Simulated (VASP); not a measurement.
SrCuGe, 3 atoms in the cell. Symmetry: P-6m2, No. 187, hexagonal system. The conventional cell has a = 4.314 Å, b = 4.314 Å, c = 4.850 Å, α = 90.00°, β = 90.00°, γ = 120.00°. Within 4.6 Å of Sr (site symmetry -6m2) lie 6 Ge at 3.48 Å and 6 Cu at 3.48 Å and 6 Sr at 4.31 Å. Cu (site symmetry -6m2) has 3 Ge at 2.49 Å within 3.3 Å. Ge (site symmetry -6m2) has 3 Cu at 2.49 Å within 3.3 Å. 

```yaml
Program: VASP 6.6.1
Task: single point
Functional: PBEsol
Potentials_or_basis: VASP PAW PBE potentials, release 64 (Sr_sv, Cu, Ge_d)
Cutoff: 520 eV
k_mesh: 8 × 8 × 6
Occupations: fermi-dirac, width 0.1 eV
Spin: no spin polarisation
Dipole_correction: no
Further_INCAR_settings: ALGO = Normal; EDIFF = 1e-06; NBANDS = 24
```

Potentials or basis: VASP PAW PBE potentials, release 64 (Sr_sv, Cu, Ge_d).

The run is started by

```console
$ cat potpaw_PBE.64/Sr_sv/POTCAR potpaw_PBE.64/Cu/POTCAR potpaw_PBE.64/Ge_d/POTCAR > POTCAR
$ mpirun -np 1 vasp_std > vasp.out
```

Hardware: 1 thread of AMD EPYC 7R13 Processor (Zen 3), on a shared host.

**Question.** Estimate the wall time of this run.

**Answer.** Run time: 110 s on 1 thread of AMD EPYC 7R13 Processor (Zen 3), with other jobs on the host, peak memory 0.21 GiB. Counts: scf iterations 18, k points 40.
